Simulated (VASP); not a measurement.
Crystal: Sr.

```
Sr
1.0
     0.00000    3.06250    3.06250
     3.06250    0.00000    3.06250
     3.06250    3.06250    0.00000
Sr
1
Direct
  0.00000 0.00000 0.00000
```

This cell differs from its parent crystal: volume scaled by 1.02.

Base run:

* Program: VASP 6.6.1
* Functional: LDA
* Potentials or basis: VASP PAW LDA potentials, release 64 (Sr_sv)
* Cutoff: 520 eV
* k mesh: 8 × 8 × 8
* Occupations: fermi-dirac, width 0.05 eV
* Spin: no spin polarisation

Its results: band gap on the k mesh zero (band 5 reaches 1.37 eV, above the bottom of band 6 at 1.31 eV); pressure -1.8 GPa.

Q: The run is repeated on the same cell with these changes: k mesh from 8 × 8 × 8 to 6 × 6 × 6; further incar settings from ALGO = Normal; EDIFF = 1e-06; NBANDS = 11 to ALGO = Normal; EDIFF = 1e-07; NBANDS = 11. What comes out?

A: Band gap on the k mesh 0.10 eV, direct; pressure -1.7 GPa.

A k mesh can miss the band edges.
